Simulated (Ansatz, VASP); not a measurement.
## One calculation of Sc, two programs

```
Sc
1.0
     0.00000    2.45020    2.45020
     2.45020    0.00000    2.45020
     2.45020    2.45020    0.00000
Sc
1
Direct
  0.00000 0.00000 0.00000
```

Alike in both runs: task single point; functional PBEsol; k mesh 14 × 14 × 14; occupations gaussian, width 0.1 eV; no spin polarisation.

```csv
,VASP,Ansatz
version,VASP 6.6.1,Ansatz 0.2.0
potentials or method,"VASP PAW PBE potentials, release 64 (Sc_sv), cutoff 520 eV","scalar-relativistic, plane waves, PAW"
valence electrons in the cell,11,11
```

```tsv
	VASP	Ansatz	Ansatz less VASP
gap on the k mesh at the Fermi level (eV)	none	none	-
pressure (GPa)	-8.4	-8.4	+0.02
```

VASP's potentials were made for PBE, not for PBEsol. A gap of «none» marks a metal or a gap that the smearing closes. With one functional, cell and mesh, what is left measures potentials, basis and numerics.
